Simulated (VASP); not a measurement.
Crystal: NaAg2I3.

```
Na Ag I
1.0
     7.75488    0.00000    0.00000
    -3.87744    6.71592    0.00000
     0.00000    0.00000    4.48665
Na Ag I
1 2 3
Cartesian
  0.0000 0.0000 2.2433
  0.0000 4.4773 0.0000
  3.8774 2.2386 0.0000
  3.8774 0.0000 2.2433
  -1.9387 3.3580 2.2433
  1.9387 3.3580 2.2433
```

The cell was generated, and may not be a known phase.

* Program: VASP 6.6.1
* Task: relaxation of cell and atoms
* Functional: PBE
* Potentials or basis: VASP PAW PBE potentials, release 64 (Na_pv, Ag, I)
* Cutoff: 600 eV
* k mesh: 3 × 3 × 4
* Occupations: gaussian, width 0.1 eV
* Spin: no spin polarisation

At the start: pressure -0.8 GPa; volume 38.95 Å³/atom.

Question: Where does the relaxation end?

Answer: Over 6 steps the energy falls by 18.7 meV/atom and the volume is 37.63 Å³/atom (-3.4 %); space group P6/mmm (No. 191, to 0.1 Å) before and after.

The path:
```csv
step,energy change (eV),largest force (eV/Å),pressure (GPa),volume (Å³)
1,0.0000,0.0000,-0.77,233.67
2,-0.0796,0.0000,-0.26,227.30
3,-0.1048,0.0000,0.23,222.32
4,-0.1055,0.0000,0.35,221.35
5,-0.1114,0.0000,0.13,223.80
6,-0.1124,0.0000,-0.03,225.80
```

Final structure:
```
Na Ag I
1.0
     7.85945    0.00000    0.00000
    -3.92973    6.80648    0.00000
     0.00000    0.00000    4.22085
Na Ag I
1 2 3
Direct
  0.00000 0.00000 0.50000
  0.33333 0.66667 0.00000
  0.66667 0.33333 0.00000
  0.50000 0.00000 0.50000
  0.00000 0.50000 0.50000
  0.50000 0.50000 0.50000
```
